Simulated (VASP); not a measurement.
Runs of VASP 6.6.1 on BAs. The structure is cubic, space group F-43m (No. 216). Conventional cell: a = 4.784 Å, b = 4.784 Å, c = 4.784 Å, α = 90.00°, β = 90.00°, γ = 90.00°. Within 2.7 Å of B (site symmetry -43m) lie 4 As at 2.07 Å. As (site symmetry -43m) has 4 B at 2.07 Å within 2.7 Å. 

| level | potentials or basis | spin | k mesh | cutoff (eV) | smearing | grid for exact exchange (PRECFOCK) | screening parameter | gap on the mesh (eV) | pressure (GPa) |
| --- | --- | --- | --- | --- | --- | --- | --- | --- | --- |
| LDA | VASP PAW LDA potentials, release 64 (B, As) | off | 8 × 8 × 8 | 520 | gaussian 0.01 eV | - | - | 1.14 | -3.7 |
| PBE | VASP PAW PBE potentials, release 64 (B, As) | non-collinear, zero start, SOC | 6 × 6 × 6 | 520 | fermi-dirac 0.02 eV | - | - | - | 2.9 |
| PBEsol | VASP PAW PBE potentials, release 64 (B, As) | off | 4 × 4 × 4 | 500 | gaussian 0.01 eV | - | - | (a) | 0.1 |
| HSE06 | VASP PAW PBE potentials, release 64 (B, As) | off | 6 × 6 × 6 | 520 | gaussian 0.01 eV | Normal | 0.2079 1/Å | (b) | -1.2 |
| PBE | VASP PAW PBE potentials, release 64 (B, As) | off | 8 × 8 × 8 | 520 | gaussian 0.01 eV | - | - | 1.19 | 2.8 |

Alike in all rows: task single point; cell as given.

Task: Estimate the missing entries.

Result: (a) 1.30; (b) 1.95.

Caveats: some runs use coarse meshes; the PAW data sets were made with another functional, which shifts forces and pressure a little (some runs).

A k mesh can miss the band edges, and rows without SOC leave out spin-orbit coupling on As.
